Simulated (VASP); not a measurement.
# Rh (P6_3/mmc) in VASP: notebook

Rh is run at these levels: PBEsol+D3(BJ); tasks: single point.

All numbers are computed with VASP 6.6.1; they aren't measurements. Logs are shortened: lines on timing, memory, paths and dates and some standing lists are left out, and cuts for length are marked.

### Step 1. The cell of the first run

The structure is hexagonal, space group P6_3/mmc (No. 194). Conventional cell: a = 2.731 Å, b = 2.731 Å, c = 4.428 Å, α = 90.00°, β = 90.00°, γ = 120.00°. Within 3.6 Å of Rh (site symmetry -6m2) lie 12 Rh at 2.72 to 2.73 Å.

This isn't the form of Rh at room conditions, which is fcc.

### Step 2. Single point, PBEsol+D3(BJ)

INCAR

```
ALGO = Normal ; EDIFF = 1E-7
ENCUT = 520 ; GGA = PS
ISIF = 2 ; ISMEAR = 1
IVDW = 12 ; LASPH = True
LCHARG = False ; LREAL = False
LWAVE = False ; NBANDS = 22
NELM = 60 ; PREC = Accurate
SIGMA = 0.25
```

KPOINTS

```
k-points
0
Gamma
  13 13 7
```

POSCAR

```
Rh
1.0
    2.7309790000      0.0000000000      0.0000000000
   -1.3654900000      2.3650970000      0.0000000000
    0.0000000000      0.0000000000      4.4284890000
Rh
2
Direct
    0.6666666667      0.3333333333      0.7500000000
    0.3333333333      0.6666666667      0.2500000000
```

Potentials or basis: VASP PAW PBE potentials, release 64 (Rh_pv).

Command:

```console
$ cat potpaw_PBE.64/Rh_pv/POTCAR > POTCAR
$ mpirun -np 1 vasp_std > vasp.out
```

OUTCAR:

```text
EDIFF = 1E-7
   ENCUT = 520
   GGA = PS
   ISIF = 2
   ISMEAR = 1
   IVDW = 12
   LASPH = True
   LREAL = False
   NELM = 60
   PREC = Accurate
 IVDW          = 12

 ion  position               nearest neighbor table
   1  0.667  0.333  0.750-   2 2.72   2 2.72   2 2.72   2 2.72   2 2.72   2 2.72
   2  0.333  0.667  0.250-   1 2.72   1 2.72   1 2.72   1 2.72   1 2.72   1 2.72

  LATTYP: Found a hexagonal cell.
 ALAT       =     2.7309790000
 C/A-ratio  =     1.6215756328

  Lattice vectors:

 A1 = (   2.7309790000,   0.0000000000,   0.0000000000)
 A2 = (  -1.3654900000,   2.3650970000,   0.0000000000)
 A3 = (   0.0000000000,   0.0000000000,   4.4284890000)

Analysis of symmetry for initial positions (statically):
=====================================================================
 Subroutine PRICEL returns:
 Original cell was already a primitive cell.

 Routine SETGRP: Setting up the symmetry group for a
 hexagonal supercell.

 Subroutine GETGRP returns: Found 24 space group operations
 (whereof 12 operations were pure point group operations)
 out of a pool of 24 trial point group operations.

The static configuration has the point symmetry D_3d.
 The point group associated with its full space group is D_6h.

Analysis of symmetry for dynamics (positions and initial velocities):
=====================================================================
 Subroutine PRICEL returns:
 Original cell was already a primitive cell.

 Routine SETGRP: Setting up the symmetry group for a
 hexagonal supercell.

 Subroutine GETGRP returns: Found 24 space group operations
 (whereof 12 operations were pure point group operations)
 out of a pool of 24 trial point group operations.

The dynamic configuration has the point symmetry D_3d.
 The point group associated with its full space group is D_6h.

 Subroutine INISYM returns: Found 24 space group operations
 (whereof 12 operations are pure point group operations),
 and found     1 'primitive' translations

----------------------------------------------------------------------------------------

                                     Primitive cell

  volume of cell :      28.6037

  direct lattice vectors                    reciprocal lattice vectors
     2.730979000  0.000000000  0.000000000     0.366169055  0.211407897  0.000000000
    -1.365490000  2.365097000  0.000000000     0.000000000  0.422815639  0.000000000
     0.000000000  0.000000000  4.428489000     0.000000000  0.000000000  0.225810655

  length of vectors
     2.730979000  2.730979084  4.428489000     0.422815652  0.422815639  0.225810655

  position of ions in fractional coordinates (direct lattice)
     0.666666667  0.333333333  0.750000000
     0.333333333  0.666666667  0.250000000

  ion indices of the primitive-cell ions
   primitive index   ion index
                 1           1
                 2           2

----------------------------------------------------------------------------------------

 KPOINTS: k-points

Automatic generation of k-mesh.
 Grid dimensions read from file:
 generate k-points for:   13   13    7

 Generating k-lattice:

  Cartesian coordinates                     Fractional coordinates (reciprocal lattice)
     0.028166850  0.016262146  0.000000000     0.076923077 -0.000000000  0.000000000
     0.000000000  0.032524280  0.000000000     0.000000000  0.076923077  0.000000000
     0.000000000  0.000000000  0.032258665     0.000000000  0.000000000  0.142857143

  Length of vectors
     0.032524281  0.032524280  0.032258665

  Shift w.r.t. Gamma in fractional coordinates (k-lattice)
     0.000000000  0.000000000  0.000000000

 Subroutine IBZKPT returns following result:
 ===========================================

 Found     84 irreducible k-points:

 Following reciprocal coordinates:
            Coordinates               Weight
  0.000000  0.000000  0.000000      1.000000
  0.076923  0.000000  0.000000      6.000000
  0.153846  0.000000  0.000000      6.000000
  0.230769  0.000000  0.000000      6.000000
  0.307692  0.000000  0.000000      6.000000
  0.384615  0.000000  0.000000      6.000000
[... 16 lines left out ...]
  0.076923  0.000000  0.142857     12.000000
  0.153846  0.000000  0.142857     12.000000
 [... further k-points ...]
   k-points           NKPTS =     84   k-points in BZ     NKDIM =     84   number of bands    NBANDS=     22
   number of dos      NEDOS =    301   number of ions     NIONS =      2
   total plane-waves  NPLWV =  14400
   dimension x,y,z NGX =    20 NGY =   20 NGZ =   36
   dimension x,y,z NGXF=    40 NGYF=   40 NGZF=   72
   ions per type =               2
   NGX,Y,Z   is equivalent  to a cutoff of  12.17, 12.17, 13.51 a.u.
   NGXF,Y,Z  is equivalent  to a cutoff of  24.35, 24.35, 27.03 a.u.
 SYSTEM =  unknown system
   PREC   = accura    normal or accurate (medium, high low for compatibility)
   ISTART =      0    job   : 0-new  1-cont  2-samecut
   ICHARG =      2    charge: 1-file 2-atom 10-const
   ISPIN  =      1    spin polarized calculation?
   LNONCOLLINEAR =      F non collinear calculations
   LSORBIT =      F    spin-orbit coupling
   LASPH  =      T    aspherical Exc in radial PAW
   ENCUT  =  520.0 eV  38.22 Ry    6.18 a.u.   5.08  5.08  8.23*2*pi/ulx,y,z
   NELM   =     60;   NELMIN=  2; NELMDL= -5     # of ELM steps
   EDIFF  = 0.1E-06   stopping-criterion for ELM
   LREAL  =      F    real-space projection
   EDIFFG = 0.1E-05   stopping-criterion for IOM
   NSW    =      0    number of steps for IOM
   IBRION =     -1    ionic relax: 0-MD 1-quasi-New 2-CG
   NFREE  =      0    steps in history (QN), initial steepest desc. (CG)
   ISIF   =      2    stress and relaxation
   ISYM   =      2    0-nonsym 1-usesym 2-fastsym
   POTIM  = 0.5000    time-step for ionic-motion
   TEBEG  =    0.0;   TEEND  =   0.0 temperature during run
   PSTRESS=    0.0 pullay stress
   NELECT =      30.0000    total number of electrons
   NUPDOWN=      -1.0000    fix difference up-down
   EMIN   =  10.00;   EMAX   =-10.00  energy-range for DOS
   EFERMI =   0.00;   METHOD = LEGACY
   ISMEAR =     1;   SIGMA  =   0.25  broadening in eV -4-tet -1-fermi 0-gaus
   EFERMI_NEDOS =   21; number of points for ismear=-14 and -15
   IALGO  =     38    algorithm
   IMIX   =      4    mixing-type and parameters
     AMIX     =   0.40;   BMIX     =  1.00
     AMIX_MAG =   1.60;   BMIX_MAG =  1.00
  volume/ion in A,a.u.               =      14.30        96.51
  Fermi-wavevector in a.u.,A,eV,Ry     =   1.663314  3.143208 37.642069  2.766614
  Thomas-Fermi vector in A             =   2.750053
   LORBIT       =      0    0 simple, 1 ext, 2 COOP (PROOUT), +10 PAW based schemes
   GGA     = PS    functional components
   LHFCALC =     F    Hartree Fock is set to
   AEXX    =    0.0000 exact exchange contribution
   IVDW    =    12    specifies the selected vdW correction
   LEPSILON=     F    determine dielectric tensor
   LRPA    =     F    only Hartree local field effects (RPA)
 non-spin polarized calculation
 Methfessel and Paxton  Order N= 1 SIGMA  =   0.25
  energy-cutoff  :      520.00
  volume of cell :       28.60
 maximum number of plane-waves:       785
   NGX = 11   NGY = 11   NGZ = 17

 number of electron      30.0000007 magnetization

 Free energy of the ion-electron system (eV)
  ---------------------------------------------------
  ext. energy  EPLUGINS =         0.00000000
  ---------------------------------------------------
  free energy    TOTEN  =       -16.12328603 eV

  energy without entropy =      -16.12127711  energy(sigma->0) =      -16.12261639

 E-fermi :  11.1560     XC(G=0): -13.9636

 val. band max:       11.1536167241   @ k =   0.3846   0.1538   0.2857
 cond. band min:      11.1607644438   @ k =   0.0000   0.0000   0.2857
 fundamental gap:      0.0071477197
 Fermi energy:        11.1559956624

 k-point     1 :       0.0000    0.0000    0.0000
  band No.  band energies     occupation
      1     -35.8716      2.00000
      2     -35.2888      2.00000
      3     -35.2888      2.00000
      4     -35.2183      2.00000
      5     -35.1955      2.00000
      6     -35.1955      2.00000
[... 14 lines left out ...]
     21      29.1143      0.00000
     22      29.7242      0.00000

 k-point     2 :       0.0769    0.0000    0.0000
  band No.  band energies     occupation
      1     -35.8596      2.00000
      2     -35.3162      2.00000
      3     -35.2977      2.00000
      4     -35.2240      2.00000
      5     -35.2233      2.00000
      6     -35.2000      2.00000
[... 14 lines left out ...]
     21      29.3424      0.00000
     22      29.8270      0.00000

 k-point     3 :       0.1538    0.0000    0.0000
  band No.  band energies     occupation
      1     -35.8250      2.00000
      2     -35.3924      2.00000
      3     -35.3218      2.00000
      4     -35.3021      2.00000
      5     -35.2382      2.00000
      6     -35.2127      2.00000
[... 14 lines left out ...]
     21      29.4905      0.00000
     22      29.7985      0.00000

 k-point     4 :       0.2308    0.0000    0.0000
  band No.  band energies     occupation
      1     -35.7721      2.00000
      2     -35.5000      2.00000
      3     -35.4097      2.00000
      4     -35.3548      2.00000
      5     -35.2634      2.00000
      6     -35.2316      2.00000
[... 14 lines left out ...]
     21      28.1765      0.00000
     22      28.6887      0.00000

 k-point     5 :       0.3077    0.0000    0.0000
  band No.  band energies     occupation
      1     -35.7080      2.00000
      2     -35.6144      2.00000
      3     -35.5212      2.00000
      4     -35.3890      2.00000
      5     -35.2979      2.00000
      6     -35.2524      2.00000
[... 14 lines left out ...]
     21      26.3693      0.00000
     22      27.2643      0.00000

 k-point     6 :       0.3846    0.0000    0.0000
  band No.  band energies     occupation
      1     -35.7093      2.00000
      2     -35.6432      2.00000
      3     -35.6115      2.00000
      4     -35.4166      2.00000
      5     -35.3382      2.00000
      6     -35.2700      2.00000
[... 14 lines left out ...]
     21      24.9130      0.00000
     22      26.1034      0.00000

 k-point     7 :       0.4615    0.0000    0.0000
  band No.  band energies     occupation
      1     -35.7628      2.00000
      2     -35.6618      2.00000
      3     -35.5963      2.00000
      4     -35.4321      2.00000
      5     -35.3713      2.00000
      6     -35.2801      2.00000
[... 324 lines left out ...]
      6     -35.4181      2.00000
[... 14 lines left out ...]
     21      23.5231      0.00000
     22      25.3402      0.00000

 k-point    21 :       0.3077    0.3077    0.0000
  band No.  band energies     occupation
      1     -35.6779      2.00000
      2     -35.5961      2.00000
      3     -35.5587      2.00000
      4     -35.5070      2.00000
      5     -35.4627      2.00000
      6     -35.4445      2.00000
[... 14 lines left out ...]
     21      24.2010      0.00000
     22      26.0254      0.00000

 k-point    22 :       0.0000    0.0000    0.1429
  band No.  band energies     occupation
      1     -35.8402      2.00000
      2     -35.2842      2.00000
      3     -35.2842      2.00000
      4     -35.2517      2.00000
      5     -35.2001      2.00000
      6     -35.2001      2.00000
[... 14 lines left out ...]
     21      29.2310      0.00000
     22      29.6564      0.00000

 k-point    23 :       0.0769    0.0000    0.1429
  band No.  band energies     occupation
      1     -35.8297      2.00000
      2     -35.3110      2.00000
      3     -35.2929      2.00000
      4     -35.2660      2.00000
      5     -35.2183      2.00000
      6     -35.2048      2.00000
[... 14 lines left out ...]
     21      29.3696      0.00000
     22      29.8183      0.00000

 k-point    24 :       0.1538    0.0000    0.1429
  band No.  band energies     occupation
      1     -35.7999      2.00000
      2     -35.3852      2.00000
      3     -35.3289      2.00000
      4     -35.3165      2.00000
      5     -35.2451      2.00000
      6     -35.2182      2.00000
[... 14 lines left out ...]
     21      29.0385      0.00000
     22      29.6162      0.00000

 [... further k-points ...]

------------------------ aborting loop because EDIFF is reached ----------------------------------------

 Edisp (eV)   -1.16894

 E8    (eV) :    -0.7875

  FORCE on cell =-STRESS in cart. coord.  units (eV):
  Direction    XX          YY          ZZ          XY          YZ          ZX
  --------------------------------------------------------------------------------------
  -------------------------------------------------------------------------------------
  Total      -3.56420    -3.56420    -3.81973     0.00000     0.00000     0.00000
  in kB    -199.64081  -199.64078  -213.95413     0.00004     0.00000     0.00000
  external pressure =     -204.41 kB  Pullay stress =        0.00 kB

 VOLUME and BASIS-vectors are now :
 -----------------------------------------------------------------------------
  energy-cutoff  :      520.00
  volume of cell :       28.60
      direct lattice vectors                 reciprocal lattice vectors
     2.730979000  0.000000000  0.000000000     0.366169055  0.211407897  0.000000000
    -1.365490000  2.365097000  0.000000000     0.000000000  0.422815639  0.000000000
     0.000000000  0.000000000  4.428489000     0.000000000  0.000000000  0.225810655

 POSITION                                       TOTAL-FORCE (eV/Angst)
 -----------------------------------------------------------------------------------
      1.36549      0.78837      3.32137         0.000000     -0.000000      0.000000
     -0.00000      1.57673      1.10712        -0.000000      0.000000      0.000000
 -----------------------------------------------------------------------------------
    total drift:                                0.000000     -0.000000      0.000000

  FREE ENERGIE OF THE ION-ELECTRON SYSTEM (eV)
  ---------------------------------------------------
  free  energy   TOTEN  =       -17.2922294174 eV

  energy  without entropy=      -17.2902204968  energy(sigma->0) =      -17.29155978
```

Wall time 59 s (1 thread of AMD EPYC 7R43 (Zen 3), shared host); peak memory 0.14 GiB.

Results:

* Free energy: -17.2922 eV
* Pressure: -20.4 GPa
* Band gap on the k mesh: zero (bands 15 and 16 overlap by 2.20 eV)
* Dispersion energy per atom: -0.584 eV

Levels at points of the mesh, in eV from the Fermi level:
```tsv
k point	band 13	band 14	band 15	band 16	band 17	band 18
(0.00, 0.00, 0.00)	-2.39	-1.81	-1.81	0.11	0.11	0.64
```

Caveat: the cell stands under tension; the PAW data sets were made with another functional, which shifts forces and pressure a little.

### Step 3. Single point, PBEsol+D3(BJ)

INCAR

```
SYSTEM = Rh
ALGO = Normal
EDIFF = 1E-7
ENCUT = 520
GGA = PS
ISIF = 2
ISMEAR = 1
IVDW = 12
LASPH = .TRUE.
LCHARG = .TRUE.
LELF = .TRUE.
LREAL = .FALSE.
LVHAR = .TRUE.
LWAVE = .FALSE.
NBANDS = 22
NELM = 80
PREC = Accurate
SIGMA = 0.15
```

KPOINTS

```
k-points
0
G
  13 13 7
  0 0 0
```

POSCAR is that of step 2.

Potentials or basis: VASP PAW PBE potentials, release 64 (Rh_pv).

Command:

```console
$ cat potpaw_PBE.64/Rh_pv/POTCAR > POTCAR
$ mpirun -np 1 vasp_std > vasp.out
```

Run time: 49 s. Hardware: 1 thread of AMD EPYC 7R43 (Zen 3), shared host; peak memory 0.14 GiB.

It converged, with:

- Free energy: -17.2919 eV
- Pressure: -20.5 GPa
- Band gap on the k mesh: zero (bands 15 and 16 overlap by 2.20 eV)
- Dispersion energy per atom: -0.584 eV

Stress tensor (GPa, compression positive):
```
-20.05   0.00   0.00
  0.00 -20.05   0.00
  0.00   0.00 -21.28
```

Levels at points of the mesh, in eV from the Fermi level:
```tsv
k point	band 12	band 13	band 14	band 15	band 16	band 17	band 18	band 19
(0.00, 0.00, 0.00)	-2.40	-2.40	-1.81	-1.81	0.11	0.11	0.64	8.13
```

Caveat: the cell stands under tension; the PAW data sets were made with another functional, which shifts forces and pressure a little.

### Step 4. Single point, PBEsol+D3(BJ)

INCAR

```
SYSTEM = Rh
PREC = Accurate
ENCUT = 520
EDIFF = 1E-7
ISMEAR = 1
SIGMA = 0.1
LREAL = .False.
LASPH = .True.
NELM = 80
ALGO = Normal
ISIF = 2
LWAVE = .False.
LCHARG = .True.
GGA = PS
IVDW = 12
LELF = .True.
LVHAR = .True.
NBANDS = 22
```

KPOINTS

```
Automatic mesh
0
Gamma
  13 13 7
  0 0 0
```

POSCAR is that of step 3.

Command:

```console
$ cat potpaw_PBE.64/Rh_pv/POTCAR > POTCAR
$ mpirun -np 1 vasp_std > vasp.out
```

Wall time 46 s (1 thread of AMD EPYC 7R43 (Zen 3), shared host); peak memory 0.14 GiB.

It converged, with:

| Property | Result |
| --- | --- |
| Free energy | -17.2921 eV |
| Pressure | -20.5 GPa |
| Band gap on the k mesh | zero (bands 15 and 16 overlap by 2.20 eV) |
| Dispersion energy per atom | -0.584 eV |

Stress tensor (GPa, compression positive):
```
-20.10   0.00   0.00
  0.00 -20.10   0.00
  0.00   0.00 -21.22
```

Levels at points of the mesh, in eV from the Fermi level:
```csv
k point,band 12,band 13,band 14,band 15,band 16,band 17,band 18,band 19
"(0.00, 0.00, 0.00)",-2.40,-2.40,-1.81,-1.81,0.11,0.11,0.64,8.13
```

Caveat: the cell stands under tension; the PAW data sets were made with another functional, which shifts forces and pressure a little.

### Step 5. Single point, PBEsol+D3(BJ)

INCAR

```
SYSTEM = Rh
ALGO = Normal
EDIFF = 1E-6
ENCUT = 520
GGA = PS
ISIF = 2
ISMEAR = 1
IVDW = 12
LASPH = .TRUE.
LCHARG = .FALSE.
LREAL = .FALSE.
LWAVE = .FALSE.
NBANDS = 22
NELM = 100
PREC = Accurate
SIGMA = 0.05
```

KPOINTS

```
k-points
0
G
  13 13 7
  0 0 0
```

POSCAR is that of step 4.

Command:

```console
$ cat potpaw_PBE.64/Rh_pv/POTCAR > POTCAR
$ mpirun -np 1 vasp_std > vasp.out
```

Wall time 44 s (1 thread of AMD EPYC 7R43 (Zen 3), shared host); peak memory 0.14 GiB.

The run converged. Its results:

```yaml
Free_energy: -17.2924 eV
Pressure: -20.6 GPa
Band_gap_on_the_k_mesh: zero (bands 15 and 16 overlap by 2.20 eV)
Dispersion_energy_per_atom: -0.584 eV
```

Stress tensor (GPa, compression positive):
```
-20.14   0.00   0.00
  0.00 -20.14   0.00
  0.00   0.00 -21.39
```

Levels at points of the mesh, in eV from the Fermi level:
| k point | band 13 | band 14 | band 15 | band 16 | band 17 | band 18 |
| --- | --- | --- | --- | --- | --- | --- |
| (0.00, 0.00, 0.00) | -2.39 | -1.81 | -1.81 | 0.11 | 0.11 | 0.64 |

Caveat: the cell stands under tension; the PAW data sets were made with another functional, which shifts forces and pressure a little.

### Step 6. Single point, PBEsol+D3(BJ)

INCAR

```
PREC = Accurate ; ENCUT = 520
EDIFF = 1E-6 ; ISMEAR = 1
SIGMA = 0.025 ; LREAL = False
LASPH = True ; NELM = 80
ALGO = Normal ; ISIF = 2
LWAVE = False ; LCHARG = True
GGA = PS ; IVDW = 12
LELF = True ; LVHAR = True
NBANDS = 22
```

KPOINTS

```
regular mesh
0
Gamma
  13 13 7
```

POSCAR is that of step 5.

Potentials or basis: VASP PAW PBE potentials, release 64 (Rh_pv).

Command:

```console
$ cat potpaw_PBE.64/Rh_pv/POTCAR > POTCAR
$ mpirun -np 1 vasp_std > vasp.out
```

Wall time 50 s (1 thread of AMD EPYC 7R43 (Zen 3), shared host); peak memory 0.14 GiB.

It converged, with:

| Property | Result |
| --- | --- |
| Free energy | -17.2923 eV |
| Pressure | -20.6 GPa |
| Band gap on the k mesh | zero (bands 15 and 16 overlap by 2.20 eV) |
| Dispersion energy per atom | -0.584 eV |

Stress tensor (GPa, compression positive):
```
-20.19   0.00   0.00
  0.00 -20.19   0.00
  0.00   0.00 -21.28
```

Levels at points of the mesh, in eV from the Fermi level:
```tsv
k point	band 11	band 12	band 13	band 14	band 15	band 16	band 17	band 18	band 19	band 20
(0.00, 0.00, 0.00)	-2.88	-2.39	-2.39	-1.81	-1.81	0.11	0.11	0.65	8.13	15.81
```

Caveat: the cell stands under tension; the PAW data sets were made with another functional, which shifts forces and pressure a little.

### Step 7. The runs side by side

```csv
smearing,gap on the mesh (eV),pressure (GPa)
methfessel-paxton 0.25 eV,none,-20.4
methfessel-paxton 0.15 eV,none,-20.5
methfessel-paxton 0.1 eV,none,-20.5
methfessel-paxton 0.05 eV,none,-20.6
methfessel-paxton 0.025 eV,none,-20.6
```

Alike in all rows: task single point; level PBEsol+D3(BJ); potentials or basis VASP PAW PBE potentials, release 64 (Rh_pv); no spin polarisation; cell as given; k mesh 13 × 13 × 7; cutoff (eV) 520.

Caveats: the cell stands under tension; the PAW data sets were made with another functional, which shifts forces and pressure a little.

Absolute energies hang on the potentials; compare differences alone.
